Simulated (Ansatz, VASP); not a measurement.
**Two plane-wave programs on ZnS**

Contents of INCAR:

```
SYSTEM = ZnS
PREC = Accurate ; ENCUT = 520
EDIFF = 1E-7 ; ISMEAR = 0
SIGMA = 0.01 ; LREAL = .FALSE.
LASPH = .TRUE. ; NELM = 60
ALGO = Normal ; ISIF = 2
LWAVE = .FALSE. ; LCHARG = .FALSE.
GGA = PE ; NBANDS = 26
```

File KPOINTS:

```
Automatic mesh
0
G
  6 6 4
  0 0 0
```

File POSCAR:

```
ZnS
1.0
    3.8054508206      0.0000000000      0.0000000000
   -1.9027254103      3.2956170835      0.0000000000
    0.0000000000      0.0000000000      6.2439930788
Zn S
2 2
Direct
    0.3333333333      0.6666666667      0.0003381272
    0.6666666667      0.3333333333      0.5003381272
    0.3333333333      0.6666666667      0.3746618728
    0.6666666667      0.3333333333      0.8746618728
```

Input for Ansatz:

```yaml
crystal:
  lattice:
    - [3.8054508206, 0.0, 0.0]
    - [-1.9027254103, 3.2956170835, 0.0]
    - [0.0, 0.0, 6.2439930788]
  atoms:
    - { symbol: Zn, position: [0.3333333333, 0.6666666667, 0.0003381272] }
    - { symbol: Zn, position: [0.6666666667, 0.3333333333, 0.5003381272] }
    - { symbol: S, position: [0.3333333333, 0.6666666667, 0.3746618728] }
    - { symbol: S, position: [0.6666666667, 0.3333333333, 0.8746618728] }
kpoints:
  mp_grid: { grid: [6, 6, 4] }
hamiltonian:
  xc: pbe
scf:
  occupations: { method: fixed }
output:
  optics:
    e_range: [0, 14]
    de: 0.05
    sigma: 0.1
    bands: { spectra_wanted_up_to: 14 }
    scissors: 1.232
```

Alike in both runs: task single point; functional PBE; k mesh 6 × 6 × 4; no spin polarisation.

|  | VASP | Ansatz |
| --- | --- | --- |
| version | VASP 6.6.1 | Ansatz 0.2.0 |
| potentials or method | VASP PAW PBE potentials, release 64 (Zn, S) | plane waves, PAW |
| plane-wave cutoff (eV) | 520 | 420 |
| occupations | gaussian, width 0.01 eV | fixed |
| valence electrons in the cell | 36 | 36 |

|  | VASP | Ansatz | Ansatz less VASP |
| --- | --- | --- | --- |
| gap on the k mesh at the Fermi level (eV) | 2.22 | 2.21 | -0.005 |
